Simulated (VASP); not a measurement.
A run of VASP 6.6.1:

File INCAR:

```
PREC = Accurate ; ENCUT = 520
EDIFF = 1E-6 ; ISMEAR = 0
SIGMA = 0.1 ; LREAL = F
LASPH = T ; NELM = 60
ALGO = Normal ; ISIF = 2
LWAVE = F ; LCHARG = F
GGA = PE ; NBANDS = 21
```

Contents of KPOINTS:

```
Automatic mesh
0
Gamma
  6 6 14
```

Contents of POSCAR:

```
Al4NF
1.0
    6.4155462395      0.0000000000      0.0000000000
   -3.2077731198      5.5560260226      0.0000000000
    0.0000000000      0.0000000000      2.8563470776
Al N F
4 1 1
Direct
    0.6666666667      0.3333333333      0.0000000000
    0.0493728424      0.5246864212      0.5000000000
    0.4753135788      0.5246864212      0.5000000000
    0.4753135788      0.9506271576      0.5000000000
    0.3333333333      0.6666666667      0.0000000000
    0.0000000000      0.0000000000      0.0000000000
```

Potentials or basis: VASP PAW PBE potentials, release 64 (Al, N, F).

The run is started by

```bash
$ cat potpaw_PBE.64/Al/POTCAR potpaw_PBE.64/N/POTCAR potpaw_PBE.64/F/POTCAR > POTCAR
$ mpirun -np 1 vasp_std > vasp.out
```

Hardware: 1 thread of Intel(R) Xeon(R) Platinum 8488C (Sapphire Rapids) (shared host).

**Question.** Estimate the wall time of this run.

**Answer.** It took 82 s on 1 thread of Intel(R) Xeon(R) Platinum 8488C (Sapphire Rapids) (shared host), peak memory 0.28 GiB. Counts: scf iterations 15, k points 56.
